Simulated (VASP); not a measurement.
# CdSe (P6_3mc) in VASP: further runs, part 2 of 3

VASP 6.6.1. Earlier steps stand in the parts before.

## Step 3: Single point, PBE

This run uses another cell than the first one, of 28.87 Å³/atom.

Contents of INCAR:

```
SYSTEM = CdSe
  PREC = Accurate
  ENCUT = 520
  EDIFF = 1E-7
  ISMEAR = -1
  SIGMA = 0.02
  LREAL = .FALSE.
  LASPH = .TRUE.
  NELM = 100
  ALGO = Normal
  ISIF = 2
  LWAVE = .FALSE.
  LCHARG = .FALSE.
  GGA = PE
  NBANDS = 26
```

Contents of KPOINTS:

```
regular mesh
0
G
  12 12 4
  0 0 0
```

Contents of POSCAR:

```
CdSe
1.0
    4.3407236660      0.0000000000      0.0000000000
   -2.1703618330      3.7591769656      0.0000000000
    0.0000000000      0.0000000000      7.0766459791
Cd Se
2 2
Direct
    0.3333333333      0.6666666667     -0.0004760039
    0.6666666667      0.3333333333      0.4995239961
    0.3333333333      0.6666666667      0.3754760039
    0.6666666667      0.3333333333      0.8754760039
```

Potentials or basis: VASP PAW PBE potentials, release 64 (Cd, Se).

The run is started by

```sh
cat potpaw_PBE.64/Cd/POTCAR potpaw_PBE.64/Se/POTCAR > POTCAR
mpirun -np 1 vasp_std > vasp.out
```

OUTCAR:

```text
SYSTEM = CdSe
   PREC = Accurate
   ENCUT = 520
   EDIFF = 1E-7
   ISMEAR = -1
   LREAL = .FALSE.
   LASPH = .TRUE.
   NELM = 100
   ISIF = 2
   GGA = PE

 ion  position               nearest neighbor table
   1  0.333  0.667  1.000-   4 2.66   4 2.66   4 2.66   3 2.66
   2  0.667  0.333  0.500-   3 2.66   3 2.66   3 2.66   4 2.66
   3  0.333  0.667  0.375-   2 2.66   2 2.66   2 2.66   1 2.66
   4  0.667  0.333  0.875-   1 2.66   1 2.66   1 2.66   2 2.66

  LATTYP: Found a hexagonal cell.
 ALAT       =     4.3407236660
 C/A-ratio  =     1.6302917494

  Lattice vectors:

 A1 = (   4.3407236660,   0.0000000000,   0.0000000000)
 A2 = (  -2.1703618330,   3.7591769656,   0.0000000000)
 A3 = (   0.0000000000,   0.0000000000,   7.0766459791)

Analysis of symmetry for initial positions (statically):
=====================================================================
 Subroutine PRICEL returns:
 Original cell was already a primitive cell.

 Routine SETGRP: Setting up the symmetry group for a
 hexagonal supercell.

 Subroutine GETGRP returns: Found 12 space group operations
 (whereof  6 operations were pure point group operations)
 out of a pool of 24 trial point group operations.

The static configuration has the point symmetry C_3v.
 The point group associated with its full space group is C_6v.

Analysis of symmetry for dynamics (positions and initial velocities):
=====================================================================
 Subroutine PRICEL returns:
 Original cell was already a primitive cell.

 Routine SETGRP: Setting up the symmetry group for a
 hexagonal supercell.

 Subroutine GETGRP returns: Found 12 space group operations
 (whereof  6 operations were pure point group operations)
 out of a pool of 24 trial point group operations.

The dynamic configuration has the point symmetry C_3v.
[... 113 lines left out ...]
   TEBEG  =    0.0;   TEEND  =   0.0 temperature during run
   PSTRESS=    0.0 pullay stress
   NELECT =      36.0000    total number of electrons
   NUPDOWN=      -1.0000    fix difference up-down
   EMIN   =  10.00;   EMAX   =-10.00  energy-range for DOS
   EFERMI =   0.00;   METHOD = LEGACY
   ISMEAR =    -1;   SIGMA  =   0.02  broadening in eV -4-tet -1-fermi 0-gaus
   EFERMI_NEDOS =   21; number of points for ismear=-14 and -15
   IALGO  =     38    algorithm
   IMIX   =      4    mixing-type and parameters
     AMIX     =   0.40;   BMIX     =  1.00
     AMIX_MAG =   1.60;   BMIX_MAG =  1.00
  volume/ion in A,a.u.               =      28.87       194.81
  Fermi-wavevector in a.u.,A,eV,Ry     =   1.110064  2.097718 16.765686  1.232243
  Thomas-Fermi vector in A             =   2.246612
   LORBIT       =      0    0 simple, 1 ext, 2 COOP (PROOUT), +10 PAW based schemes
   GGA     = PE    functional components
   LHFCALC =     F    Hartree Fock is set to
   AEXX    =    0.0000 exact exchange contribution
   IVDW    =     0    specifies the selected vdW correction
   LEPSILON=     F    determine dielectric tensor
   LRPA    =     F    only Hartree local field effects (RPA)
 non-spin polarized calculation
  energy-cutoff  :      520.00
  volume of cell :      115.47
 maximum number of plane-waves:      3130
   NGX = 17   NGY = 17   NGZ = 27

 number of electron      36.0000000 magnetization

 Free energy of the ion-electron system (eV)
  ---------------------------------------------------
  ext. energy  EPLUGINS =         0.00000000
  ---------------------------------------------------
  free energy    TOTEN  =       -10.97355968 eV

  energy without entropy =      -10.97355968  energy(sigma->0) =      -10.97355968

 E-fermi :   1.0569     XC(G=0):  -8.7621

 val. band max:        0.7415587524   @ k =   0.0000   0.0000   0.0000
 cond. band min:       1.3520486110   @ k =   0.0000   0.0000   0.0000
 fundamental gap:      0.6104898587
 Fermi energy:         1.0569005790

 k-point     1 :       0.0000    0.0000    0.0000
  band No.  band energies     occupation
      1     -11.7152      2.00000
      2     -11.3600      2.00000
      3      -7.1007      2.00000
      4      -7.0951      2.00000
      5      -7.0951      2.00000
      6      -7.0321      2.00000
[... 685 lines left out ...]
     25       8.2081      0.00000
     26       9.3108      0.00000

 [... further k-points ...]
[... 5 lines left out ...]
  --------------------------------------------------------------------------------------
  -------------------------------------------------------------------------------------
  Total        1.2306009      1.2306009      1.2832361      0.0000000      0.0000000      0.0000000
  in kB       17.0743992     17.0743992     17.8047041      0.0000000      0.0000000      0.0000000
  external PRESSURE =      17.3178342 kB  Pullay stress =       0.0000000 kB

 VOLUME and BASIS-vectors are now :
 -----------------------------------------------------------------------------
  energy-cutoff  :      520.00
  volume of cell :      115.47
      direct lattice vectors                 reciprocal lattice vectors
     4.340723666  0.000000000  0.000000000     0.230376333  0.133007838  0.000000000
    -2.170361833  3.759176966  0.000000000     0.000000000  0.266015676  0.000000000
     0.000000000  0.000000000  7.076645979     0.000000000  0.000000000  0.141309881

 POSITION                                       TOTAL-FORCE (eV/Angst)
 -----------------------------------------------------------------------------------
     -0.00000      2.50612      7.07328        -0.000000     -0.000000      0.001469
      2.17036      1.25306      3.53495         0.000000      0.000000      0.001469
     -0.00000      2.50612      2.65711         0.000000      0.000000     -0.001469
      2.17036      1.25306      6.19543         0.000000      0.000000     -0.001469
 -----------------------------------------------------------------------------------
    total drift:                               -0.000000     -0.000000      0.000224

  FREE ENERGIE OF THE ION-ELECTRON SYSTEM (eV)
  ---------------------------------------------------
  free  energy   TOTEN  =       -10.9735596789 eV

  energy  without entropy=      -10.9735596780  energy(sigma->0) =      -10.97355968
```

stdout:

```text
POSCAR found type information on POSCAR CdSe
 POSCAR found :  2 types and       4 ions
 scaLAPACK will be used
 LDA part: xc-table for (Slater+PW92), standard interpolation
 POSCAR, INCAR and KPOINTS ok, starting setup
 FFT: planning ... GRIDC
 FFT: planning ... GRID_SOFT
 FFT: planning ... GRID
 WAVECAR not read
 entering main loop
```

Wall time 77 s (1 thread of Intel Xeon 6975P-C (Granite Rapids), shared host); peak memory 0.32 GiB.

Results:

```
Free energy            : -10.9736 eV
Pressure               : 1.7 GPa
Band gap on the k mesh : 0.61 eV
```

Levels at points of the mesh, in eV from the valence-band top:
| k point | band 14 | band 15 | band 16 | band 17 | band 18 | band 19 | band 20 | band 21 | band 22 | band 23 |
| --- | --- | --- | --- | --- | --- | --- | --- | --- | --- | --- |
| (0.00, 0.00, 0.00) | -0.73 | -0.73 | -0.04 | 0.00 | 0.00 | 0.61 | 2.17 | 5.86 | 5.86 | 6.15 |
| (0.50, 0.00, 0.00) | -3.54 | -2.55 | -1.77 | -1.27 | -0.72 | 3.16 | 3.33 | 4.78 | 6.06 | 6.45 |
| (0.00, 0.00, 0.50) | -2.60 | -0.38 | -0.38 | -0.38 | -0.38 | 2.32 | 2.32 | 5.82 | 5.82 | 6.25 |
| (0.50, 0.00, 0.50) | -4.08 | -1.30 | -1.30 | -1.29 | -1.29 | 2.92 | 2.92 | 4.84 | 4.84 | 7.66 |

Caveat: semilocal functionals underestimate gaps, and a narrow one can read as zero.

[end of part 2 of 3]
